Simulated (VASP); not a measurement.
A run of VASP 6.6.1 is set up as follows.

File INCAR:

```
PREC = Accurate ; ENCUT = 520
EDIFF = 1E-6 ; ISMEAR = 0
SIGMA = 0.05 ; LREAL = Auto
LASPH = True ; NELM = 80
ALGO = Normal ; ISIF = 2
LWAVE = False ; LCHARG = False
LDIPOL = True ; IDIPOL = 3
DIPOL = 0.5 0.5 0.503 ; GGA = PE
IVDW = 12 ; NBANDS = 86
```

File KPOINTS:

```
Automatic mesh
0
Gamma
  2 2 1
```

Contents of POSCAR:

```
GaAs
1.0
    8.0267120225      0.0000000000      0.0000000000
   -4.0133560112      6.9513365203      0.0000000000
    0.0000000000      0.0000000000     20.0961143265
As Ga
8 8
Direct
    0.5000000000      0.0000000000      0.3980869073
    0.5000000000      0.5000000000      0.3980869073
    0.0000000000      0.0000000000      0.3980869073
    0.0000000000      0.5000000000      0.3980869073
    0.6666666667      0.8333333333      0.5732992833
    0.6666666667      0.3333333333      0.5732992833
    0.1666666667      0.8333333333      0.5732992833
    0.1666666667      0.3333333333      0.5732992833
    0.1666666667      0.8333333333      0.4388521444
    0.1666666667      0.3333333333      0.4388521444
    0.6666666667      0.8333333333      0.4388521444
    0.6666666667      0.3333333333      0.4388521444
    0.3333333333      0.6666666667      0.6015933490
    0.3333333333      0.1666666667      0.6015933490
    0.8333333333      0.6666666667      0.6015933490
    0.8333333333      0.1666666667      0.6015933490
```

Potentials or basis: VASP PAW PBE potentials, release 64 (As, Ga_d).

Command:

```console
$ cat potpaw_PBE.64/As/POTCAR potpaw_PBE.64/Ga_d/POTCAR > POTCAR
$ mpirun -np 1 vasp_std > vasp.out
```

Problem. Estimate the largest force.

Solution. 0.230 eV/Å.

Problem. Predict the dispersion energy per atom.

Solution. -0.210 eV.

Problem. Predict the band gap on the k mesh.

Solution. Zero (filled and empty bands touch).

Forces in eV/Å, atoms in the order of the input:
```
As   0.000  0.000  0.230
As   0.000  0.000  0.230
As   0.000  0.000  0.230
As   0.000  0.000  0.230
As   0.000  0.000 -0.025
As   0.000  0.000 -0.025
As   0.000  0.000 -0.025
As   0.000  0.000 -0.025
Ga   0.000  0.000 -0.211
Ga   0.000  0.000 -0.211
Ga   0.000  0.000 -0.211
Ga   0.000  0.000 -0.211
Ga   0.000  0.000  0.006
Ga   0.000  0.000  0.006
Ga   0.000  0.000  0.006
Ga   0.000  0.000  0.006
```

Caveat: the k points lie up to 0.45 Å⁻¹ apart.
